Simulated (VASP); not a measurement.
# La (P6/mmm) in VASP: further runs

La is run at these levels: PBE; tasks: single point.

Program: VASP 6.6.1. These are calculated values, not measurements. Logs are shortened: lines on timing, memory, paths and dates and some standing lists are left out, and cuts for length are marked.

## (1) The cell of the first run

It takes space group P6/mmm (No. 191, hexagonal). The conventional cell has a = 2.628 Å, b = 2.628 Å, c = 2.471 Å, α = 90.00°, β = 90.00°, γ = 120.00°. La (site symmetry 6/mmm) has 8 La at 2.47 to 2.63 Å within 3.3 Å.

## (2) Single point, PBE

The input, INCAR:

```
SYSTEM = La
PREC     = Accurate       ! precision mode
ENCUT    = 520            ! plane-wave cutoff, eV
EDIFF    = 1E-6           ! SCF threshold, eV
ISMEAR   = -1             ! smearing method
SIGMA    = 0.08           ! smearing width, eV
LREAL    = .FALSE.        ! projectors in reciprocal space
LASPH    = .TRUE.         ! aspherical terms in the spheres
NELM     = 60             ! most SCF steps
ALGO     = Normal         ! electronic algorithm
ISIF     = 2              ! what is computed and relaxed
LWAVE    = .FALSE.        ! write WAVECAR
LCHARG   = .FALSE.        ! write CHGCAR
GGA      = PE             ! functional
NBANDS   = 12             ! bands
```

The input, KPOINTS:

```
regular mesh
0
G
  12 12 11
  0 0 0
```

The input, POSCAR:

```
La
1.0
    2.6281862592      0.0000000000      0.0000000000
   -1.3140931296      2.2760760664      0.0000000000
    0.0000000000      0.0000000000      2.4706029419
La
1
Direct
    0.0000000000      0.0000000000      0.0000000000
```

Potentials or basis: VASP PAW PBE potentials, release 64 (La).

Started as:

```console
cat potpaw_PBE.64/La/POTCAR > POTCAR
mpirun -np 1 vasp_std > vasp.out
```

OUTCAR:

```text
SYSTEM = La
   PREC = Accurate
   ENCUT = 520
   EDIFF = 1E-6
   ISMEAR = -1
   LREAL = .FALSE.
   LASPH = .TRUE.
   NELM = 60
   ISIF = 2
   GGA = PE

 ion  position               nearest neighbor table
   1  0.000  0.000  0.000-

  LATTYP: Found a hexagonal cell.
 ALAT       =     2.6281862592
 C/A-ratio  =     0.9400410390

  Lattice vectors:

 A1 = (   2.6281862592,   0.0000000000,   0.0000000000)
 A2 = (  -1.3140931296,   2.2760760664,   0.0000000000)
 A3 = (   0.0000000000,   0.0000000000,   2.4706029419)

Analysis of symmetry for initial positions (statically):
=====================================================================
 Subroutine PRICEL returns:
 Original cell was already a primitive cell.

 Routine SETGRP: Setting up the symmetry group for a
 hexagonal supercell.

 Subroutine GETGRP returns: Found 24 space group operations
 (whereof 24 operations were pure point group operations)
 out of a pool of 24 trial point group operations.

The static configuration has the point symmetry D_6h.

Analysis of symmetry for dynamics (positions and initial velocities):
=====================================================================
 Subroutine PRICEL returns:
 Original cell was already a primitive cell.

 Routine SETGRP: Setting up the symmetry group for a
 hexagonal supercell.

 Subroutine GETGRP returns: Found 24 space group operations
 (whereof 24 operations were pure point group operations)
 out of a pool of 24 trial point group operations.

The dynamic configuration has the point symmetry D_6h.

 Subroutine INISYM returns: Found 24 space group operations
 (whereof 24 operations are pure point group operations),
 and found     1 'primitive' translations

----------------------------------------------------------------------------------------

                                     Primitive cell

  volume of cell :      14.7790

  direct lattice vectors                    reciprocal lattice vectors
     2.628186259  0.000000000  0.000000000     0.380490537  0.219676314  0.000000000
    -1.314093130  2.276076066  0.000000000     0.000000000  0.439352627  0.000000000
     0.000000000  0.000000000  2.470602942     0.000000000  0.000000000  0.404759495

  length of vectors
     2.628186259  2.628186259  2.470602942     0.439352627  0.439352627  0.404759495

  position of ions in fractional coordinates (direct lattice)
     0.000000000  0.000000000  0.000000000

  ion indices of the primitive-cell ions
   primitive index   ion index
                 1           1

----------------------------------------------------------------------------------------

 KPOINTS: regular mesh

Automatic generation of k-mesh.
 Grid dimensions read from file:
 generate k-points for:   12   12   11

 Generating k-lattice:

  Cartesian coordinates                     Fractional coordinates (reciprocal lattice)
     0.031707545  0.018306359  0.000000000     0.083333333  0.000000000  0.000000000
     0.000000000  0.036612719  0.000000000     0.000000000  0.083333333  0.000000000
     0.000000000  0.000000000  0.036796318     0.000000000  0.000000000  0.090909091

  Length of vectors
     0.036612719  0.036612719  0.036796318

  Shift w.r.t. Gamma in fractional coordinates (k-lattice)
     0.000000000  0.000000000  0.000000000

 Subroutine IBZKPT returns following result:
 ===========================================

 Found    114 irreducible k-points:

 Following reciprocal coordinates:
            Coordinates               Weight
  0.000000  0.000000  0.000000      1.000000
  0.083333  0.000000  0.000000      6.000000
  0.166667  0.000000  0.000000      6.000000
  0.250000  0.000000  0.000000      6.000000
  0.333333  0.000000  0.000000      6.000000
  0.416667  0.000000  0.000000      6.000000
[... 16 lines left out ...]
  0.250000  0.000000  0.090909     12.000000
  0.333333  0.000000  0.090909     12.000000
 [... further k-points ...]
   k-points           NKPTS =    114   k-points in BZ     NKDIM =    114   number of bands    NBANDS=     12
   number of dos      NEDOS =    301   number of ions     NIONS =      1
   total plane-waves  NPLWV =   7200
   dimension x,y,z NGX =    20 NGY =   20 NGZ =   18
   dimension x,y,z NGXF=    40 NGYF=   40 NGZF=   36
   ions per type =               1
   NGX,Y,Z   is equivalent  to a cutoff of  12.65, 12.65, 12.11 a.u.
   NGXF,Y,Z  is equivalent  to a cutoff of  25.30, 25.30, 24.22 a.u.
 SYSTEM =  La
   PREC   = accura    normal or accurate (medium, high low for compatibility)
   ISTART =      0    job   : 0-new  1-cont  2-samecut
   ICHARG =      2    charge: 1-file 2-atom 10-const
   ISPIN  =      1    spin polarized calculation?
   LNONCOLLINEAR =      F non collinear calculations
   LSORBIT =      F    spin-orbit coupling
   LASPH  =      T    aspherical Exc in radial PAW
   ENCUT  =  520.0 eV  38.22 Ry    6.18 a.u.   4.89  4.89  4.59*2*pi/ulx,y,z
   NELM   =     60;   NELMIN=  2; NELMDL= -5     # of ELM steps
   EDIFF  = 0.1E-05   stopping-criterion for ELM
   LREAL  =      F    real-space projection
   EDIFFG = 0.1E-04   stopping-criterion for IOM
   NSW    =      0    number of steps for IOM
   IBRION =     -1    ionic relax: 0-MD 1-quasi-New 2-CG
   NFREE  =      0    steps in history (QN), initial steepest desc. (CG)
   ISIF   =      2    stress and relaxation
   ISYM   =      2    0-nonsym 1-usesym 2-fastsym
   POTIM  = 0.5000    time-step for ionic-motion
   TEBEG  =    0.0;   TEEND  =   0.0 temperature during run
   PSTRESS=    0.0 pullay stress
   NELECT =      11.0000    total number of electrons
   NUPDOWN=      -1.0000    fix difference up-down
   EMIN   =  10.00;   EMAX   =-10.00  energy-range for DOS
   EFERMI =   0.00;   METHOD = LEGACY
   ISMEAR =    -1;   SIGMA  =   0.08  broadening in eV -4-tet -1-fermi 0-gaus
   EFERMI_NEDOS =   21; number of points for ismear=-14 and -15
   IALGO  =     38    algorithm
   IMIX   =      4    mixing-type and parameters
     AMIX     =   0.40;   BMIX     =  1.00
     AMIX_MAG =   1.60;   BMIX_MAG =  1.00
  volume/ion in A,a.u.               =      14.78        99.73
  Fermi-wavevector in a.u.,A,eV,Ry     =   1.483624  2.803642 29.948319  2.201139
  Thomas-Fermi vector in A             =   2.597262
   LORBIT       =      0    0 simple, 1 ext, 2 COOP (PROOUT), +10 PAW based schemes
   GGA     = PE    functional components
   LHFCALC =     F    Hartree Fock is set to
   AEXX    =    0.0000 exact exchange contribution
   IVDW    =     0    specifies the selected vdW correction
   LEPSILON=     F    determine dielectric tensor
   LRPA    =     F    only Hartree local field effects (RPA)
 non-spin polarized calculation
  energy-cutoff  :      520.00
  volume of cell :       14.78
 maximum number of plane-waves:       410
 NGX is ok and might be reduce to    20

 number of electron      11.0000000 magnetization

 Free energy of the ion-electron system (eV)
  ---------------------------------------------------
  ext. energy  EPLUGINS =         0.00000000
  ---------------------------------------------------
  free energy    TOTEN  =        -0.16939061 eV

  energy without entropy =       -0.15171316  energy(sigma->0) =       -0.16055188

 E-fermi :  20.8454     XC(G=0): -13.9510

 val. band max:       20.8152493563   @ k =   0.1667   0.0000   0.3636
 cond. band min:      20.8535656858   @ k =   0.1667   0.1667   0.0909
 fundamental gap:      0.0383163295
 Fermi energy:        20.8454440291

 k-point     1 :       0.0000    0.0000    0.0000
  band No.  band energies     occupation
      1     -15.0100      2.00000
      2       9.0341      2.00000
      3       9.7216      2.00000
      4       9.7216      2.00000
      5      17.7258      2.00000
      6      21.1773      0.03108
      7      23.2340      0.00000
      8      23.2340      0.00000
      9      23.2399      0.00000
     10      25.5573      0.00000
     11      25.5573      0.00000
     12      25.8078      0.00000

 k-point     2 :       0.0833    0.0000    0.0000
  band No.  band energies     occupation
      1     -14.8511      2.00000
      2       8.5957      2.00000
      3       9.1678      2.00000
      4       9.4366      2.00000
      5      18.0958      2.00000
      6      20.3671      1.99495
      7      23.5125      0.00000
      8      23.6495      0.00000
      9      24.4625      0.00000
     10      25.5904      0.00000
     11      25.6105      0.00000
     12      25.7605      0.00000

 k-point     3 :       0.1667    0.0000    0.0000
  band No.  band energies     occupation
      1     -14.3858      2.00000
      2       6.1248      2.00000
      3       8.7352      2.00000
      4       9.5502      2.00000
      5      18.3742      2.00000
      6      19.6380      2.00000
      7      23.9732      0.00000
      8      24.4725      0.00000
      9      25.3431      0.00000
     10      25.6331      0.00000
     11      25.7158      0.00000
     12      26.0628      0.00000

 k-point     4 :       0.2500    0.0000    0.0000
  band No.  band energies     occupation
      1     -13.6554      2.00000
      2       3.3692      2.00000
      3       7.9106      2.00000
      4      10.1204      2.00000
      5      17.7385      2.00000
      6      20.0285      1.99993
      7      24.1575      0.00000
      8      24.8913      0.00000
      9      25.4684      0.00000
     10      25.5489      0.00000
     11      25.8920      0.00000
     12      26.3407      0.00000

 k-point     5 :       0.3333    0.0000    0.0000
  band No.  band energies     occupation
      1     -12.7612      2.00000
      2       0.8645      2.00000
      3       7.1937      2.00000
      4      10.7616      2.00000
      5      17.0625      2.00000
      6      20.7530      1.52125
      7      24.1377      0.00000
      8      24.6040      0.00000
      9      25.3257      0.00000
     10      26.0013      0.00000
     11      26.0264      0.00000
     12      26.6476      0.00000
[... 228 lines left out ...]
      1     -14.6954      2.00000
      2       7.6848      2.00000
      3       8.7627      2.00000
      4       9.5672      2.00000
      5      19.2738      2.00000
      6      20.4813      1.97912
      7      23.5711      0.00000
      8      23.9050      0.00000
      9      24.6798      0.00000
     10      25.4254      0.00000
     11      25.5312      0.00000
     12      25.8651      0.00000

 k-point    22 :       0.1667    0.0000    0.0909
  band No.  band energies     occupation
      1     -14.2295      2.00000
      2       6.2385      2.00000
      3       8.1452      2.00000
      4       8.8654      2.00000
      5      18.9415      2.00000
      6      20.4688      1.98211
      7      24.0414      0.00000
      8      24.3562      0.00000
      9      25.1669      0.00000
     10      25.5600      0.00000
     11      25.7385      0.00000
     12      26.1387      0.00000

 k-point    23 :       0.2500    0.0000    0.0909
  band No.  band energies     occupation
      1     -13.4979      2.00000
      2       3.5025      2.00000
      3       8.0401      2.00000
      4       8.7244      2.00000
      5      18.0058      2.00000
      6      21.0627      0.12409
      7      24.2193      0.00000
      8      24.2785      0.00000
      9      25.2046      0.00000
     10      25.7627      0.00000
     11      25.8586      0.00000
     12      26.3561      0.00000

 k-point    24 :       0.3333    0.0000    0.0909
  band No.  band energies     occupation
      1     -12.6021      2.00000
      2       1.0016      2.00000
      3       7.3225      2.00000
      4       9.4007      2.00000
      5      17.2839      2.00000
      6      21.3294      0.00471
      7      24.1259      0.00000
      8      24.1783      0.00000
      9      25.1729      0.00000
     10      25.9668      0.00000
     11      26.1210      0.00000
     12      26.6082      0.00000

 [... further k-points ...]

------------------------ aborting loop because EDIFF is reached ----------------------------------------

  FORCE on cell =-STRESS in cart. coord.  units (eV):
  Direction    XX          YY          ZZ          XY          YZ          ZX
  --------------------------------------------------------------------------------------
  -------------------------------------------------------------------------------------
  Total       15.5065511     15.5065511     15.4750088      0.0000000     -0.0000000      0.0000000
  in kB     1681.0472871   1681.0472872   1677.6278230      0.0000000     -0.0000000      0.0000000
  external PRESSURE =    1679.9074657 kB  Pullay stress =       0.0000000 kB

 VOLUME and BASIS-vectors are now :
 -----------------------------------------------------------------------------
  energy-cutoff  :      520.00
  volume of cell :       14.78
      direct lattice vectors                 reciprocal lattice vectors
     2.628186259  0.000000000  0.000000000     0.380490537  0.219676314  0.000000000
    -1.314093130  2.276076066  0.000000000     0.000000000  0.439352627  0.000000000
     0.000000000  0.000000000  2.470602942     0.000000000  0.000000000  0.404759495

 POSITION                                       TOTAL-FORCE (eV/Angst)
 -----------------------------------------------------------------------------------
      0.00000      0.00000      0.00000         0.000000      0.000000      0.000000
 -----------------------------------------------------------------------------------
    total drift:                                0.000000      0.000000      0.000000

  FREE ENERGIE OF THE ION-ELECTRON SYSTEM (eV)
  ---------------------------------------------------
  free  energy   TOTEN  =        -0.1693906109 eV

  energy  without entropy=       -0.1517131579  energy(sigma->0) =       -0.16055188
```

It took 16 s on 1 thread of Intel Xeon Platinum 8375C at 2.90GHz (Ice Lake), shared host; peak memory 0.15 GiB.

What came out:

```yaml
Free_energy: -0.1694 eV
Pressure: 168.0 GPa
```

Caveat: spin-orbit coupling is left out, which moves the levels of the heavy elements.

## (3) Single point, PBE

The input, INCAR:

```
PREC = Accurate ; ENCUT = 520
EDIFF = 1E-6 ; ISMEAR = -1
SIGMA = 0.08 ; LREAL = F
LASPH = T ; NELM = 80
ALGO = Normal ; ISIF = 2
LWAVE = F ; LCHARG = T
GGA = PE ; LELF = T
LVHAR = T ; NBANDS = 12
```

The input, KPOINTS:

```
regular mesh
0
Gamma
  12 12 11
```

POSCAR: that of step 2 with these lines changed.

```diff
@@ -4,3 +4,3 @@
    -1.3140931296      2.2760760664      0.0000000000
-    0.0000000000      0.0000000000      2.4706029419
+    0.0000000000      0.0000000000      2.4706029418
 La
```

Potentials or basis: VASP PAW PBE potentials, release 64 (La).

Started as:

```console
cat potpaw_PBE.64/La/POTCAR > POTCAR
mpirun -np 1 vasp_std > vasp.out
```

It took 16 s on 1 thread of Intel Xeon Platinum 8375C at 2.90GHz (Ice Lake), shared host; peak memory 0.15 GiB.

It converged, with:

```yaml
Free_energy: -0.1694 eV
Pressure: 168.0 GPa
```

Stress tensor (GPa, compression positive):
```
168.10   0.00   0.00
  0.00 168.10   0.00
  0.00   0.00 167.76
```

Levels at points of the mesh, in eV from the Fermi level:
| k point | band 2 | band 3 | band 4 | band 5 | band 6 | band 7 | band 8 | band 9 | band 10 | band 11 |
| --- | --- | --- | --- | --- | --- | --- | --- | --- | --- | --- |
| (0.00, 0.00, 0.00) | -11.81 | -11.12 | -11.12 | -3.12 | 0.33 | 2.39 | 2.39 | 2.39 | 4.71 | 4.71 |
| (0.50, 0.00, 0.00) | -22.54 | -14.29 | -9.34 | -4.36 | 1.03 | 2.95 | 3.20 | 4.41 | 5.28 | 5.54 |

Caveat: spin-orbit coupling is left out, which moves the levels of the heavy elements.
